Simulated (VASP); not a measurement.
# LiMg (P-6m2) in VASP: single point with LDA

Aim: the single point of LiMg with LDA.

Everything below comes from runs of VASP 6.6.1. Logs are shortened: lines on timing, memory, paths and dates and some standing lists are left out, and cuts for length are marked.

## Step 1: The cell of the first run

The structure is hexagonal, space group P-6m2 (No. 187). The conventional cell has a = 3.108 Å, b = 3.108 Å, c = 5.025 Å, α = 90.00°, β = 90.00°, γ = 120.00°. Li (site symmetry -6m2) has 6 Mg at 3.09 Å and 6 Li at 3.11 Å within 4.1 Å. Within 4.1 Å of Mg (site symmetry -6m2) lie 6 Li at 3.09 Å and 6 Mg at 3.11 Å.

## Step 2: Single point, LDA

INCAR

```
SYSTEM = LiMg
ALGO = Normal
EDIFF = 1E-6
ENCUT = 750
GGA_COMPAT = .False.
ISIF = 2
ISMEAR = 0
LASPH = .True.
LCHARG = .False.
LREAL = .False.
LWAVE = .False.
NBANDS = 10
NELM = 120
PREC = Accurate
SIGMA = 0.1
```

KPOINTS

```
k-points
0
Gamma
  6 6 4
  0 0 0
```

POSCAR

```
LiMg
1.0
    3.1084975175      0.0000000000      0.0000000000
   -1.5542487587      2.6920378177      0.0000000000
    0.0000000000      0.0000000000      5.0254676800
Li Mg
1 1
Direct
    0.0000000000      0.0000000000      0.0000000000
    0.6666666700      0.3333333300      0.5000000000
```

Potentials or basis: VASP PAW LDA potentials, release 64 (Li_sv, Mg).

On the command line:

```
$ cat potpaw_LDA.64/Li_sv/POTCAR potpaw_LDA.64/Mg/POTCAR > POTCAR
$ mpirun -np 1 vasp_std > vasp.out
```

OUTCAR:

```text
SYSTEM = LiMg
   EDIFF = 1E-6
   ENCUT = 750
   ISIF = 2
   ISMEAR = 0
   LASPH = .True.
   LREAL = .False.
   NELM = 120
   PREC = Accurate

 ion  position               nearest neighbor table
   1  0.000  0.000  0.000-   2 3.09   2 3.09   2 3.09   2 3.09   2 3.09   2 3.09
   2  0.667  0.333  0.500-   1 3.09   1 3.09   1 3.09   1 3.09   1 3.09   1 3.09

  LATTYP: Found a hexagonal cell.
 ALAT       =     3.1084975175
 C/A-ratio  =     1.6166870495

  Lattice vectors:

 A1 = (   3.1084975175,   0.0000000000,   0.0000000000)
 A2 = (  -1.5542487587,   2.6920378177,   0.0000000000)
 A3 = (   0.0000000000,   0.0000000000,   5.0254676800)

Analysis of symmetry for initial positions (statically):
=====================================================================
 Subroutine PRICEL returns:
 Original cell was already a primitive cell.

 Routine SETGRP: Setting up the symmetry group for a
 hexagonal supercell.

 Subroutine GETGRP returns: Found 12 space group operations
 (whereof 12 operations were pure point group operations)
 out of a pool of 24 trial point group operations.

The static configuration has the point symmetry D_3h.

Analysis of symmetry for dynamics (positions and initial velocities):
=====================================================================
 Subroutine PRICEL returns:
 Original cell was already a primitive cell.

 Routine SETGRP: Setting up the symmetry group for a
 hexagonal supercell.

 Subroutine GETGRP returns: Found 12 space group operations
 (whereof 12 operations were pure point group operations)
 out of a pool of 24 trial point group operations.

The dynamic configuration has the point symmetry D_3h.

 Subroutine INISYM returns: Found 12 space group operations
 (whereof 12 operations are pure point group operations),
 and found     1 'primitive' translations

----------------------------------------------------------------------------------------

                                     Primitive cell

  volume of cell :      42.0541

  direct lattice vectors                    reciprocal lattice vectors
     3.108497518  0.000000000  0.000000000     0.321698825  0.185732903  0.000000000
    -1.554248759  2.692037818  0.000000000     0.000000000  0.371465807  0.000000000
     0.000000000  0.000000000  5.025467680     0.000000000  0.000000000  0.198986455

  length of vectors
     3.108497518  3.108497517  5.025467680     0.371465807  0.371465807  0.198986455

  position of ions in fractional coordinates (direct lattice)
     0.000000000  0.000000000  0.000000000
     0.666666670  0.333333330  0.500000000

  ion indices of the primitive-cell ions
   primitive index   ion index
                 1           1
                 2           2

----------------------------------------------------------------------------------------

 KPOINTS: k-points

Automatic generation of k-mesh.
 Grid dimensions read from file:
 generate k-points for:    6    6    4

 Generating k-lattice:

  Cartesian coordinates                     Fractional coordinates (reciprocal lattice)
     0.053616471  0.030955484  0.000000000     0.166666667 -0.000000000  0.000000000
     0.000000000  0.061910968  0.000000000     0.000000000  0.166666667  0.000000000
     0.000000000  0.000000000  0.049746614     0.000000000  0.000000000  0.250000000

  Length of vectors
     0.061910968  0.061910968  0.049746614

  Shift w.r.t. Gamma in fractional coordinates (k-lattice)
     0.000000000  0.000000000  0.000000000

 Subroutine IBZKPT returns following result:
 ===========================================

 Found     21 irreducible k-points:

 Following reciprocal coordinates:
            Coordinates               Weight
  0.000000  0.000000  0.000000      1.000000
  0.166667  0.000000  0.000000      6.000000
  0.333333  0.000000  0.000000      6.000000
  0.500000  0.000000  0.000000      3.000000
  0.166667  0.166667  0.000000      6.000000
  0.333333  0.166667  0.000000     12.000000
[... 13 lines left out ...]
  0.333333  0.166667  0.500000     12.000000
  0.333333  0.333333  0.500000      2.000000
   k-points           NKPTS =     21   k-points in BZ     NKDIM =     21   number of bands    NBANDS=     10
   number of dos      NEDOS =    301   number of ions     NIONS =      2
   total plane-waves  NPLWV =  37632
   dimension x,y,z NGX =    28 NGY =   28 NGZ =   48
   dimension x,y,z NGXF=    56 NGYF=   56 NGZF=   96
   ions per type =               1   1
   NGX,Y,Z   is equivalent  to a cutoff of  14.97, 14.97, 15.88 a.u.
   NGXF,Y,Z  is equivalent  to a cutoff of  29.95, 29.95, 31.76 a.u.
 SYSTEM =  LiMg
   PREC   = accura    normal or accurate (medium, high low for compatibility)
   ISTART =      0    job   : 0-new  1-cont  2-samecut
   ICHARG =      2    charge: 1-file 2-atom 10-const
   ISPIN  =      1    spin polarized calculation?
   LNONCOLLINEAR =      F non collinear calculations
   LSORBIT =      F    spin-orbit coupling
   LASPH  =      T    aspherical Exc in radial PAW
   ENCUT  =  750.0 eV  55.12 Ry    7.42 a.u.   6.94  6.94 11.22*2*pi/ulx,y,z
   NELM   =    120;   NELMIN=  2; NELMDL= -5     # of ELM steps
   EDIFF  = 0.1E-05   stopping-criterion for ELM
   LREAL  =      F    real-space projection
   EDIFFG = 0.1E-04   stopping-criterion for IOM
   NSW    =      0    number of steps for IOM
   IBRION =     -1    ionic relax: 0-MD 1-quasi-New 2-CG
   NFREE  =      0    steps in history (QN), initial steepest desc. (CG)
   ISIF   =      2    stress and relaxation
   ISYM   =      2    0-nonsym 1-usesym 2-fastsym
   POTIM  = 0.5000    time-step for ionic-motion
   TEBEG  =    0.0;   TEEND  =   0.0 temperature during run
   PSTRESS=    0.0 pullay stress
   NELECT =       5.0000    total number of electrons
   NUPDOWN=      -1.0000    fix difference up-down
   EMIN   =  10.00;   EMAX   =-10.00  energy-range for DOS
   EFERMI =   0.00;   METHOD = LEGACY
   ISMEAR =     0;   SIGMA  =   0.10  broadening in eV -4-tet -1-fermi 0-gaus
   EFERMI_NEDOS =   21; number of points for ismear=-14 and -15
   IALGO  =     38    algorithm
   IMIX   =      4    mixing-type and parameters
     AMIX     =   0.40;   BMIX     =  1.00
     AMIX_MAG =   1.60;   BMIX_MAG =  1.00
  volume/ion in A,a.u.               =      21.03       141.90
  Fermi-wavevector in a.u.,A,eV,Ry     =   0.804999  1.521228  8.816898  0.648024
  Thomas-Fermi vector in A             =   1.913161
   LORBIT       =      0    0 simple, 1 ext, 2 COOP (PROOUT), +10 PAW based schemes
   GGA     = CA    functional components
   LHFCALC =     F    Hartree Fock is set to
   AEXX    =    0.0000 exact exchange contribution
   IVDW    =     0    specifies the selected vdW correction
   LEPSILON=     F    determine dielectric tensor
   LRPA    =     F    only Hartree local field effects (RPA)
 non-spin polarized calculation
 Gauss-broadening in eV      SIGMA  =   0.10
  energy-cutoff  :      750.00
  volume of cell :       42.05
 maximum number of plane-waves:      1972
 NGX is ok and might be reduce to    28
   NGX = 13   NGY = 13   NGZ = 23

 number of electron       4.9999997 magnetization

 Free energy of the ion-electron system (eV)
  ---------------------------------------------------
  ext. energy  EPLUGINS =         0.00000000
  ---------------------------------------------------
  free energy    TOTEN  =        -3.97705030 eV

  energy without entropy =       -3.97235177  energy(sigma->0) =       -3.97470104

 E-fermi :   1.6850     XC(G=0):  -8.0555

 val. band max:        1.6706069439   @ k =   0.3333   0.1667   0.5000
 cond. band min:       1.8619284482   @ k =   0.3333   0.3333   0.0000
 fundamental gap:      0.1913215043
 Fermi energy:         1.6849979605

 k-point     1 :       0.0000    0.0000    0.0000
  band No.  band energies     occupation
      1     -43.8107      2.00000
      2      -4.1223      2.00000
      3       0.8062      2.00000
      4       2.8257      0.00000
      5      13.0320      0.00000
      6      13.0320      0.00000
      7      14.8219      0.00000
      8      14.8219      0.00000
      9      15.8605      0.00000
     10      16.3724      0.00000

 k-point     2 :       0.1667    0.0000    0.0000
  band No.  band energies     occupation
      1     -43.8079      2.00000
      2      -3.5795      2.00000
      3       1.3469      2.00000
      4       3.1589      0.00000
      5       9.1959      0.00000
      6      11.3135      0.00000
      7      13.0486      0.00000
      8      14.2421      0.00000
      9      14.4731      0.00000
     10      15.6345      0.00000

 k-point     3 :       0.3333    0.0000    0.0000
  band No.  band energies     occupation
      1     -43.8023      2.00000
      2      -1.9774      2.00000
      3       2.9622      0.00000
      4       3.4668      0.00000
      5       5.5171      0.00000
      6       9.5607      0.00000
      7       9.8480      0.00000
      8      10.0860      0.00000
      9      12.7760      0.00000
     10      14.5638      0.00000

 k-point     4 :       0.5000    0.0000    0.0000
  band No.  band energies     occupation
      1     -43.7994      2.00000
      2       0.3525      2.00000
      3       0.8928      2.00000
      4       5.2141      0.00000
      5       5.9780      0.00000
      6       6.2370      0.00000
      7       8.1096      0.00000
      8       9.3475      0.00000
      9      12.2294      0.00000
     10      14.1415      0.00000
[... 183 lines left out ...]
 k-point    19 :       0.1667    0.1667    0.5000
  band No.  band energies     occupation
      1     -43.8036      2.00000
      2      -1.9511      2.00000
      3       0.0141      2.00000
      4       7.2914      0.00000
      5       8.1699      0.00000
      6       8.4659      0.00000
      7       8.6795      0.00000
      8       9.8795      0.00000
      9      11.7241      0.00000
     10      16.8014      0.00000

 k-point    20 :       0.3333    0.1667    0.5000
  band No.  band energies     occupation
      1     -43.7994      2.00000
      2       0.2423      2.00000
      3       1.6706      1.16127
      4       3.6075      0.00000
      5       5.0965      0.00000
      6       7.0127      0.00000
      7       8.0819      0.00000
      8      11.4216      0.00000
      9      12.5055      0.00000
     10      14.8521      0.00000

 k-point    21 :       0.3333    0.3333    0.5000
  band No.  band energies     occupation
      1     -43.7980      2.00000
      2       2.3020      0.00000
      3       2.8515      0.00000
      4       3.2993      0.00000
      5       3.8155      0.00000
      6       4.2141      0.00000
      7       6.4565      0.00000
      8      12.6200      0.00000
      9      13.8594      0.00000
     10      14.0671      0.00000

------------------------ aborting loop because EDIFF is reached ----------------------------------------

  FORCE on cell =-STRESS in cart. coord.  units (eV):
  Direction    XX          YY          ZZ          XY          YZ          ZX
  --------------------------------------------------------------------------------------
  -------------------------------------------------------------------------------------
  Total       -0.6683328     -0.6683328      0.0174786     -0.0000000     -0.0000000      0.0000000
  in kB      -25.4621559    -25.4621559      0.6659013     -0.0000000     -0.0000000      0.0000000
  external PRESSURE =     -16.7528035 kB  Pullay stress =       0.0000000 kB

 VOLUME and BASIS-vectors are now :
 -----------------------------------------------------------------------------
  energy-cutoff  :      750.00
  volume of cell :       42.05
      direct lattice vectors                 reciprocal lattice vectors
     3.108497518  0.000000000  0.000000000     0.321698825  0.185732903  0.000000000
    -1.554248759  2.692037818  0.000000000     0.000000000  0.371465807  0.000000000
     0.000000000  0.000000000  5.025467680     0.000000000  0.000000000  0.198986455

 POSITION                                       TOTAL-FORCE (eV/Angst)
 -----------------------------------------------------------------------------------
      0.00000      0.00000      0.00000        -0.000000      0.000000      0.000000
      1.55425      0.89735      2.51273         0.000000     -0.000000      0.000000
 -----------------------------------------------------------------------------------
    total drift:                                0.000000     -0.000000     -0.000000

  FREE ENERGIE OF THE ION-ELECTRON SYSTEM (eV)
  ---------------------------------------------------
  free  energy   TOTEN  =        -3.9770503004 eV

  energy  without entropy=       -3.9723517746  energy(sigma->0) =       -3.97470104
```

Wall time 22 s (1 thread of Intel Xeon 8259CL, shared host); peak memory 0.16 GiB.

Results:

```yaml
Free_energy: -3.9771 eV
Pressure: -1.7 GPa
```

Stress tensor (GPa, compression positive):
```
-2.55  0.00  0.00
 0.00 -2.55  0.00
 0.00  0.00  0.07
```

Caveat: the k points lie up to 0.39 Å⁻¹ apart.
